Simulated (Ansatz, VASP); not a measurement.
Pt: VASP beside Ansatz

File INCAR:

```
SYSTEM = Pt
PREC     = Accurate       ! precision mode
ENCUT    = 600            ! plane-wave cutoff, eV
EDIFF    = 1E-6           ! SCF threshold, eV
ISMEAR   = -1             ! smearing method
SIGMA    = 0.1            ! smearing width, eV
LREAL    = .False.        ! projectors in reciprocal space
LASPH    = .True.         ! aspherical terms in the spheres
NELM     = 100            ! most SCF steps
ALGO     = Normal         ! electronic algorithm
ISIF     = 3              ! what is computed and relaxed
LWAVE    = .False.        ! write WAVECAR
LCHARG   = .False.        ! write CHGCAR
GGA      = PS             ! functional
IBRION   = 2              ! ionic algorithm
NSW      = 80             ! ionic steps
EDIFFG   = -0.01          ! ionic threshold
```

The input KPOINTS:

```
regular mesh
0
Gamma
  14 14 14
  0 0 0
```

The input POSCAR:

```
Pt
1.0
    0.0000000000      1.9615500000      1.9615500000
    1.9615500000      0.0000000000      1.9615500000
    1.9615500000      1.9615500000      0.0000000000
Pt
1
Direct
    0.0000000000      0.0000000000      0.0000000000
```

Input for Ansatz:

```yaml
crystal:
  lattice:
    - [0.0, 1.96155, 1.96155]
    - [1.96155, 0.0, 1.96155]
    - [1.96155, 1.96155, 0.0]
  atoms:
    - { symbol: Pt, position: [0.0, 0.0, 0.0] }
hamiltonian:
  xc: pbesol
  pseudopotentials:
    kind: paw
    azcp:
      Pt: "pseudopotentials/Pt.paw.azcp"
basis:
  ecutwfc: 420
  fft_grid_basis: typed
kpoints:
  mp_grid: { grid: [14, 14, 14], shift: [0, 0, 0] }
magnetization:
  spin_polarized: false
scf:
  occupations: { method: fermi_dirac, width: 0.1 }
relax:
  max_steps: 60
  f_tol: 0.01
  cell: {}
```

Alike in both runs: task relaxation of cell and atoms; functional PBEsol; k mesh 14 × 14 × 14; occupations fermi-dirac, width 0.1 eV; no spin polarisation.

|  | VASP | Ansatz |
| --- | --- | --- |
| version | VASP 6.6.1 | Ansatz 0.2.0 |
| potentials or method | VASP PAW PBE potentials, release 64 (Pt), cutoff 600 eV | plane waves (420 eV) with PAW, scalar-relativistic |
| valence electrons in the cell | 10 | 18 |

```csv
,VASP,Ansatz,Ansatz less VASP
relaxed volume (Å³/atom),15.03,15.05,+0.018
relaxed cell length with the largest relative difference (Å),2.770,2.771,+0.0011
```

VASP's potentials were made for PBE, not for PBEsol, and Ansatz warns of the same on its side. VASP's potentials hold 10 valence electrons a cell and Ansatz's 18, so a difference there can come from the potentials and not from the codes.

Spin-orbit coupling is off throughout.
